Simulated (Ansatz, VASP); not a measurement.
## One calculation of MnHg, two programs

File INCAR:

```
SYSTEM = MnHg
ALGO = Normal
EDIFF = 1E-6
ENCUT = 520
GGA = PE
ISIF = 2
ISMEAR = -1
ISPIN = 2
LASPH = .TRUE.
LCHARG = .TRUE.
LELF = .TRUE.
LMAXMIX = 4
LORBIT = 11
LREAL = .FALSE.
LVHAR = .TRUE.
LWAVE = .FALSE.
MAGMOM = 4 0
NBANDS = 24
NELM = 150
PREC = Accurate
SIGMA = 0.05
```

The input KPOINTS:

```
k-points
0
G
  10 10 10
  0 0 0
```

File POSCAR:

```
MnHg
1.0
    3.3419112212      0.0000000000      0.0000000000
    0.0000000000      3.3419112212      0.0000000000
    0.0000000000      0.0000000000      3.3673211301
Mn Hg
1 1
Direct
    0.5000000000      0.5000000000      0.5000000000
    0.0000000000      0.0000000000      0.0000000000
```

Input for Ansatz:

```yaml
crystal:
  lattice:
    - [3.3419112212, 0.0, 0.0]
    - [0.0, 3.3419112212, 0.0]
    - [0.0, 0.0, 3.3673211301]
  atoms:
    - { symbol: Mn, position: [0.5, 0.5, 0.5], spin: 4.0 }
    - { symbol: Hg, position: [0.0, 0.0, 0.0] }
magnetization:
  spin_polarized: true
kpoints:
  mp_grid: { grid: [10, 10, 10] }
scf:
  occupations: { method: fermi_dirac, width: 0.05 }
hamiltonian:
  xc: pbe
  pseudopotentials: { kind: all_electron, lapw: { basis_error: 0.0005 } }
output:
  forces: true
  stress: true
  eigenvalues: true
```

Change from the starting cell: volume scaled by 1.05.

Alike in both runs: task single point; functional PBE; k mesh 10 × 10 × 10; occupations fermi-dirac, width 0.05 eV; collinear spin.

```csv
,VASP,Ansatz
version,VASP 6.6.1,Ansatz 0.2.0
potentials or method,"VASP PAW PBE potentials, release 64 (Mn_pv, Hg), cutoff 520 eV","all-electron LAPW, scalar-relativistic"
```

|  | VASP | Ansatz | Ansatz less VASP |
| --- | --- | --- | --- |
| pressure (GPa) | -1.4 | -1.8 | -0.34 |
| net moment per atom (μB) | 1.99 | 1.99 | 0.000 |
| size of the moment on the site where the two differ most (μB) | 3.88 | 4.00 | +0.123 |

Site moments also hang on the region over which each program counts them. Ansatz ran all-electron here, and VASP with PAW potentials.

Neither program's run includes spin-orbit coupling.
